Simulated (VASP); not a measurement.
A run of VASP 6.6.1 is set up as follows.

Contents of INCAR:

```
ALGO = Normal
EDIFF = 1E-6
ENCUT = 500
GGA = PS
GGA_COMPAT = F
ISIF = 2
ISMEAR = -1
LASPH = T
LCHARG = F
LREAL = F
LWAVE = F
NBANDS = 10
NELM = 120
PREC = Accurate
SIGMA = 0.13605693000000002
```

The input KPOINTS:

```
k-points
0
Gamma
  15 15 15
```

POSCAR

```
Ir
1.0
    0.0000000000      1.9183358700      1.9183358700
    1.9183358700      0.0000000000      1.9183358700
    1.9183358700      1.9183358700      0.0000000000
Ir
1
Direct
    0.0000000000      0.0000000000      0.0000000000
```

Potentials or basis: VASP PAW PBE potentials, release 64 (Ir).

Launch:

```sh
$ cat potpaw_PBE.64/Ir/POTCAR > POTCAR
$ mpirun -np 1 vasp_std > vasp.out
```

(1) Predict the pressure.

Answers

(1) -0.6 GPa.

Caveat: the PAW data sets were made with another functional, which shifts forces and pressure a little.
